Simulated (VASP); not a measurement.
Set up this calculation in VASP 6.6.1, as the native input.

```yaml
Task: single point
Functional: PBEsol
Potentials_or_basis: VASP PAW PBE potentials, release 64 (Si, C)
Cutoff: 520 eV
k_mesh: 10 × 10 × 10
Occupations: gaussian, width 0.05 eV
Spin: no spin polarisation
Dipole_correction: no
Further_INCAR_settings: ALGO = Normal; EDIFF = 1e-07; NBANDS = 11
```

The structure of SiC lies in POSCAR:

```
SiC
1.0
    0.0000000000      2.1239298452      2.1239298452
    2.1239298452      0.0000000000      2.1239298452
    2.1239298452      2.1239298452      0.0000000000
Si C
1 1
Direct
    0.0058896629     -0.0058896629      0.0058896629
    0.7362283587      0.7637716413      0.7362283587
```

The input as run:

INCAR

```
SYSTEM = SiC
  PREC = Accurate
  ENCUT = 520
  EDIFF = 1E-7
  ISMEAR = 0
  SIGMA = 0.05
  LREAL = .FALSE.
  LASPH = .TRUE.
  NELM = 60
  ALGO = Normal
  ISIF = 2
  LWAVE = .FALSE.
  LCHARG = .TRUE.
  GGA = PS
  LELF = .TRUE.
  LVHAR = .TRUE.
  NBANDS = 11
```

KPOINTS

```
regular mesh
0
G
  10 10 10
  0 0 0
```

Potentials or basis: VASP PAW PBE potentials, release 64 (Si, C).

Launch:

```bash
$ cat potpaw_PBE.64/Si/POTCAR potpaw_PBE.64/C/POTCAR > POTCAR
$ mpirun -np 1 vasp_std > vasp.out
```

It gave:

The pressure is 21.0 GPa, the largest force is 1.886 eV/Å and the band gap on the k mesh is 0.77 eV, indirect (least direct gap 4.32 eV).

Caveat: the PAW data sets were made with another functional, which shifts forces and pressure a little.

Run time: 71 s on 1 thread of Intel Xeon 6975P-C, on a shared host, peak memory 0.13 GiB.
